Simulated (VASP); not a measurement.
# Ti (P6_3/mmc) in VASP: further runs

Runs on Ti. Level: LDA. Tasks: single point.

Everything below comes from runs of VASP 6.6.1. Logs are shortened: lines on timing, memory, paths and dates and some standing lists are left out, and cuts for length are marked.

## 1. The cell of the first run

It takes space group P6_3/mmc (No. 194, hexagonal). Conventional cell: a = 2.407 Å, b = 2.407 Å, c = 4.467 Å, α = 90.00°, β = 90.00°, γ = 120.00°. Within 3.2 Å of Ti (site symmetry -6m2) lie 12 Ti at 2.41 to 2.63 Å.

## 2. Single point, LDA

File INCAR:

```
SYSTEM = Ti
PREC = Accurate ; ENCUT = 520
EDIFF = 1E-7 ; ISMEAR = -1
SIGMA = 0.05 ; LREAL = .False.
LASPH = .True. ; NELM = 60
ALGO = Normal ; ISIF = 2
LWAVE = .False. ; LCHARG = .False.
NBANDS = 19
```

File KPOINTS:

```
Automatic mesh
0
Gamma
  17 17 10
  0 0 0
```

File POSCAR:

```
Ti
1.0
    2.4070341023      0.0000000000      0.0000000000
   -1.2035170511      2.0845526804      0.0000000000
    0.0000000000      0.0000000000      4.4666646772
Ti
2
Direct
    0.3333333333      0.6666666667      0.2500000000
    0.6666666667      0.3333333333      0.7500000000
```

Potentials or basis: VASP PAW LDA potentials, release 64 (Ti_sv).

The run is started by

```sh
$ cat potpaw_LDA.64/Ti_sv/POTCAR > POTCAR
$ mpirun -np 1 vasp_std > vasp.out
```

OUTCAR:

```text
SYSTEM = Ti
   PREC = Accurate
   ENCUT = 520
   EDIFF = 1E-7
   ISMEAR = -1
   LREAL = .False.
   LASPH = .True.
   NELM = 60
   ISIF = 2

 ion  position               nearest neighbor table
   1  0.333  0.667  0.250-   2 2.63   2 2.63   2 2.63   2 2.63   2 2.63   2 2.63
   2  0.667  0.333  0.750-   1 2.63   1 2.63   1 2.63   1 2.63   1 2.63   1 2.63

  LATTYP: Found a hexagonal cell.
 ALAT       =     2.4070341023
 C/A-ratio  =     1.8556715391

  Lattice vectors:

 A1 = (   2.4070341023,   0.0000000000,   0.0000000000)
 A2 = (  -1.2035170511,   2.0845526804,   0.0000000000)
 A3 = (   0.0000000000,   0.0000000000,   4.4666646772)

Analysis of symmetry for initial positions (statically):
=====================================================================
 Subroutine PRICEL returns:
 Original cell was already a primitive cell.

 Routine SETGRP: Setting up the symmetry group for a
 hexagonal supercell.

 Subroutine GETGRP returns: Found 24 space group operations
 (whereof 12 operations were pure point group operations)
 out of a pool of 24 trial point group operations.

The static configuration has the point symmetry D_3d.
 The point group associated with its full space group is D_6h.

Analysis of symmetry for dynamics (positions and initial velocities):
=====================================================================
 Subroutine PRICEL returns:
 Original cell was already a primitive cell.

 Routine SETGRP: Setting up the symmetry group for a
 hexagonal supercell.

 Subroutine GETGRP returns: Found 24 space group operations
 (whereof 12 operations were pure point group operations)
 out of a pool of 24 trial point group operations.

The dynamic configuration has the point symmetry D_3d.
 The point group associated with its full space group is D_6h.

 Subroutine INISYM returns: Found 24 space group operations
 (whereof 12 operations are pure point group operations),
 and found     1 'primitive' translations

----------------------------------------------------------------------------------------

                                     Primitive cell

  volume of cell :      22.4119

  direct lattice vectors                    reciprocal lattice vectors
     2.407034102  0.000000000  0.000000000     0.415449037  0.239859613  0.000000000
    -1.203517051  2.084552680  0.000000000     0.000000000  0.479719227  0.000000000
     0.000000000  0.000000000  4.466664677     0.000000000  0.000000000  0.223880697

  length of vectors
     2.407034102  2.407034102  4.466664677     0.479719227  0.479719227  0.223880697

  position of ions in fractional coordinates (direct lattice)
     0.333333333  0.666666667  0.250000000
     0.666666667  0.333333333  0.750000000

  ion indices of the primitive-cell ions
   primitive index   ion index
                 1           1
                 2           2

----------------------------------------------------------------------------------------

 KPOINTS: Automatic mesh

Automatic generation of k-mesh.
 Grid dimensions read from file:
 generate k-points for:   17   17   10

 Generating k-lattice:

  Cartesian coordinates                     Fractional coordinates (reciprocal lattice)
     0.024438179  0.014109389  0.000000000     0.058823529  0.000000000  0.000000000
     0.000000000  0.028218778  0.000000000     0.000000000  0.058823529  0.000000000
     0.000000000  0.000000000  0.022388070     0.000000000  0.000000000  0.100000000

  Length of vectors
     0.028218778  0.028218778  0.022388070

  Shift w.r.t. Gamma in fractional coordinates (k-lattice)
     0.000000000  0.000000000  0.000000000

 Subroutine IBZKPT returns following result:
 ===========================================

 Found    198 irreducible k-points:

 Following reciprocal coordinates:
            Coordinates               Weight
  0.000000  0.000000  0.000000      1.000000
  0.058824 -0.000000  0.000000      6.000000
  0.117647 -0.000000  0.000000      6.000000
  0.176471  0.000000  0.000000      6.000000
  0.235294 -0.000000  0.000000      6.000000
  0.294118 -0.000000  0.000000      6.000000
[... 16 lines left out ...]
  0.411765  0.117647  0.000000     12.000000
  0.176471  0.176471  0.000000      6.000000
 [... further k-points ...]
   k-points           NKPTS =    198   k-points in BZ     NKDIM =    198   number of bands    NBANDS=     19
   number of dos      NEDOS =    301   number of ions     NIONS =      2
   total plane-waves  NPLWV =  11664
   dimension x,y,z NGX =    18 NGY =   18 NGZ =   36
   dimension x,y,z NGXF=    36 NGYF=   36 NGZF=   72
   ions per type =               2
   NGX,Y,Z   is equivalent  to a cutoff of  12.43, 12.43, 13.40 a.u.
   NGXF,Y,Z  is equivalent  to a cutoff of  24.86, 24.86, 26.80 a.u.
 SYSTEM =  Ti
   PREC   = accura    normal or accurate (medium, high low for compatibility)
   ISTART =      0    job   : 0-new  1-cont  2-samecut
   ICHARG =      2    charge: 1-file 2-atom 10-const
   ISPIN  =      1    spin polarized calculation?
   LNONCOLLINEAR =      F non collinear calculations
   LSORBIT =      F    spin-orbit coupling
   LASPH  =      T    aspherical Exc in radial PAW
   ENCUT  =  520.0 eV  38.22 Ry    6.18 a.u.   4.48  4.48  8.31*2*pi/ulx,y,z
   NELM   =     60;   NELMIN=  2; NELMDL= -5     # of ELM steps
   EDIFF  = 0.1E-06   stopping-criterion for ELM
   LREAL  =      F    real-space projection
   EDIFFG = 0.1E-05   stopping-criterion for IOM
   NSW    =      0    number of steps for IOM
   IBRION =     -1    ionic relax: 0-MD 1-quasi-New 2-CG
   NFREE  =      0    steps in history (QN), initial steepest desc. (CG)
   ISIF   =      2    stress and relaxation
   ISYM   =      2    0-nonsym 1-usesym 2-fastsym
   POTIM  = 0.5000    time-step for ionic-motion
   TEBEG  =    0.0;   TEEND  =   0.0 temperature during run
   PSTRESS=    0.0 pullay stress
   NELECT =      24.0000    total number of electrons
   NUPDOWN=      -1.0000    fix difference up-down
   EMIN   =  10.00;   EMAX   =-10.00  energy-range for DOS
   EFERMI =   0.00;   METHOD = LEGACY
   ISMEAR =    -1;   SIGMA  =   0.05  broadening in eV -4-tet -1-fermi 0-gaus
   EFERMI_NEDOS =   21; number of points for ismear=-14 and -15
   IALGO  =     38    algorithm
   IMIX   =      4    mixing-type and parameters
     AMIX     =   0.40;   BMIX     =  1.00
     AMIX_MAG =   1.60;   BMIX_MAG =  1.00
  volume/ion in A,a.u.               =      11.21        75.62
  Fermi-wavevector in a.u.,A,eV,Ry     =   1.674888  3.165079 38.167738  2.805250
  Thomas-Fermi vector in A             =   2.759604
   LORBIT       =      0    0 simple, 1 ext, 2 COOP (PROOUT), +10 PAW based schemes
   GGA     = CA    functional components
   LHFCALC =     F    Hartree Fock is set to
   AEXX    =    0.0000 exact exchange contribution
   IVDW    =     0    specifies the selected vdW correction
   LEPSILON=     F    determine dielectric tensor
   LRPA    =     F    only Hartree local field effects (RPA)
 non-spin polarized calculation
  energy-cutoff  :      520.00
  volume of cell :       22.41
 maximum number of plane-waves:       647
 NGX is ok and might be reduce to    18
   NGX =  9   NGY =  9   NGZ = 17

 number of electron      23.9999993 magnetization

 Free energy of the ion-electron system (eV)
  ---------------------------------------------------
  ext. energy  EPLUGINS =         0.00000000
  ---------------------------------------------------
  free energy    TOTEN  =       -15.22566087 eV

  energy without entropy =      -15.21579662  energy(sigma->0) =      -15.22072874

 E-fermi :  13.4435     XC(G=0): -14.0285

 val. band max:       13.4430090071   @ k =   0.3529   0.2353   0.2000
 cond. band min:      13.4484541296   @ k =   0.0000   0.0000   0.3000
 fundamental gap:      0.0054451225
 Fermi energy:        13.4434666400

 k-point     1 :       0.0000    0.0000    0.0000
  band No.  band energies     occupation
      1     -42.2775      2.00000
      2     -41.8547      2.00000
      3     -19.6448      2.00000
      4     -17.6487      2.00000
      5     -17.2659      2.00000
      6     -17.2659      2.00000
[... 11 lines left out ...]
     18      17.2880      0.00000
     19      18.9068      0.00000

 k-point     2 :       0.0588   -0.0000    0.0000
  band No.  band energies     occupation
      1     -42.2534      2.00000
      2     -41.8362      2.00000
      3     -19.6143      2.00000
      4     -17.6478      2.00000
      5     -17.3634      2.00000
      6     -17.2907      2.00000
[... 11 lines left out ...]
     18      17.1820      0.00000
     19      18.9402      0.00000

 k-point     3 :       0.1176   -0.0000    0.0000
  band No.  band energies     occupation
      1     -42.1834      2.00000
      2     -41.7834      2.00000
      3     -19.5254      2.00000
      4     -17.6465      2.00000
      5     -17.6408      2.00000
      6     -17.4906      2.00000
[... 11 lines left out ...]
     18      16.9089      0.00000
     19      19.0077      0.00000

 k-point     4 :       0.1765    0.0000    0.0000
  band No.  band energies     occupation
      1     -42.0748      2.00000
      2     -41.7031      2.00000
      3     -19.3848      2.00000
      4     -18.0553      2.00000
      5     -17.8918      2.00000
      6     -17.6489      2.00000
[... 11 lines left out ...]
     18      16.5505      0.00000
     19      19.0606      0.00000

 k-point     5 :       0.2353   -0.0000    0.0000
  band No.  band energies     occupation
      1     -41.9392      2.00000
      2     -41.6065      2.00000
      3     -19.2042      2.00000
      4     -18.5447      2.00000
      5     -18.3562      2.00000
      6     -17.6609      2.00000
[... 11 lines left out ...]
     18      17.1548      0.00000
     19      19.0795      0.00000
[... 334 lines left out ...]
      2     -41.3984      2.00000
      3     -19.4230      2.00000
      4     -19.2131      2.00000
      5     -18.7316      2.00000
      6     -17.9881      2.00000
[... 11 lines left out ...]
     18      19.0002      0.00000
     19      20.2174      0.00000

 k-point    22 :       0.3529    0.1176    0.0000
  band No.  band energies     occupation
      1     -41.5053      2.00000
      2     -41.3441      2.00000
      3     -19.7082      2.00000
      4     -19.4540      2.00000
      5     -18.5497      2.00000
      6     -18.0994      2.00000
[... 11 lines left out ...]
     18      19.4379      0.00000
     19      21.2942      0.00000

 k-point    23 :       0.4118    0.1176    0.0000
  band No.  band energies     occupation
      1     -41.4416      2.00000
      2     -41.3196      2.00000
      3     -19.8596      2.00000
      4     -19.5826      2.00000
      5     -18.4293      2.00000
      6     -18.1582      2.00000
[... 11 lines left out ...]
     18      19.4947      0.00000
     19      22.1318      0.00000

 k-point    24 :       0.1765    0.1765    0.0000
  band No.  band energies     occupation
      1     -41.7592      2.00000
      2     -41.4855      2.00000
      3     -18.9529      2.00000
      4     -18.9000      2.00000
      5     -18.8706      2.00000
      6     -17.8527      2.00000
[... 11 lines left out ...]
     18      18.5675      0.00000
     19      19.1027      0.00000

 [... further k-points ...]
[... 5 lines left out ...]
  --------------------------------------------------------------------------------------
  -------------------------------------------------------------------------------------
  Total       10.4745070     10.4745070     10.3092696      0.0000000      0.0000000      0.0000000
  in kB      748.7997733    748.7997733    736.9873143      0.0000000      0.0000000      0.0000000
  external PRESSURE =     744.8622870 kB  Pullay stress =       0.0000000 kB

 VOLUME and BASIS-vectors are now :
 -----------------------------------------------------------------------------
  energy-cutoff  :      520.00
  volume of cell :       22.41
      direct lattice vectors                 reciprocal lattice vectors
     2.407034102  0.000000000  0.000000000     0.415449037  0.239859613  0.000000000
    -1.203517051  2.084552680  0.000000000     0.000000000  0.479719227  0.000000000
     0.000000000  0.000000000  4.466664677     0.000000000  0.000000000  0.223880697

 POSITION                                       TOTAL-FORCE (eV/Angst)
 -----------------------------------------------------------------------------------
     -0.00000      1.38970      1.11667         0.000000      0.000000      0.000000
      1.20352      0.69485      3.35000        -0.000000     -0.000000      0.000000
 -----------------------------------------------------------------------------------
    total drift:                                0.000000     -0.000000      0.000000

  FREE ENERGIE OF THE ION-ELECTRON SYSTEM (eV)
  ---------------------------------------------------
  free  energy   TOTEN  =       -15.2256608657 eV

  energy  without entropy=      -15.2157966156  energy(sigma->0) =      -15.22072874
```

Wall time 69 s (1 thread of Intel Xeon Platinum 8259CL at 2.50GHz (Skylake/Cascade Lake), shared host); peak memory 0.17 GiB.

What came out:

```
Free energy            : -15.2257 eV
Pressure               : 74.5 GPa
Band gap on the k mesh : zero (band 12 reaches 14.69 eV, above the bottom of band 13 at 13.23 eV)
```

Stress tensor (GPa, compression positive):
```
74.88  0.00  0.00
 0.00 74.88  0.00
 0.00  0.00 73.70
```

## 3. Single point, LDA

File INCAR:

```
SYSTEM = Ti
PREC = Accurate ; ENCUT = 520
EDIFF = 1E-6 ; ISMEAR = -1
SIGMA = 0.05 ; LREAL = .False.
LASPH = .True. ; NELM = 100
ALGO = Normal ; ISIF = 2
LWAVE = .False. ; LCHARG = .True.
GGA = CA ; LELF = .True.
LVHAR = .True. ; NBANDS = 19
```

KPOINTS is that of step 2.

File POSCAR:

```
Ti
1.0
    2.4071289839      0.0000000000      0.0000000000
   -1.2035644920      2.0846348502      0.0000000000
    0.0000000000      0.0000000000      4.4674030057
Ti
2
Direct
    0.3333333333      0.6666666667      0.2500000000
    0.6666666667      0.3333333333      0.7500000000
```

Potentials or basis: VASP PAW LDA potentials, release 64 (Ti_sv).

The run is started by

```sh
$ cat potpaw_LDA.64/Ti_sv/POTCAR > POTCAR
$ mpirun -np 1 vasp_std > vasp.out
```

It took 65 s on 1 thread of Intel Xeon Platinum 8259CL at 2.50GHz (Skylake/Cascade Lake), shared host; peak memory 0.18 GiB.

Results (log left out):

```yaml
Free_energy: -15.2282 eV
Pressure: 74.4 GPa
Band_gap_on_the_k_mesh: zero (band 12 reaches 14.69 eV, above the bottom of band 13 at 13.23 eV)
```

Stress tensor (GPa, compression positive):
```
74.81  0.00  0.00
 0.00 74.81  0.00
 0.00  0.00 73.60
```

Levels at points of the mesh, in eV from the Fermi level:
| k point | band 8 | band 9 | band 10 | band 11 | band 12 | band 13 | band 14 | band 15 | band 16 | band 17 |
| --- | --- | --- | --- | --- | --- | --- | --- | --- | --- | --- |
| (0.00, 0.00, 0.00) | -30.56 | -6.40 | -3.38 | -0.37 | 1.25 | 1.25 | 1.36 | 1.74 | 1.74 | 3.84 |
| (0.00, 0.00, 0.50) | -30.64 | -4.21 | -4.21 | -0.75 | -0.75 | 1.33 | 1.33 | 1.33 | 1.33 | 4.88 |
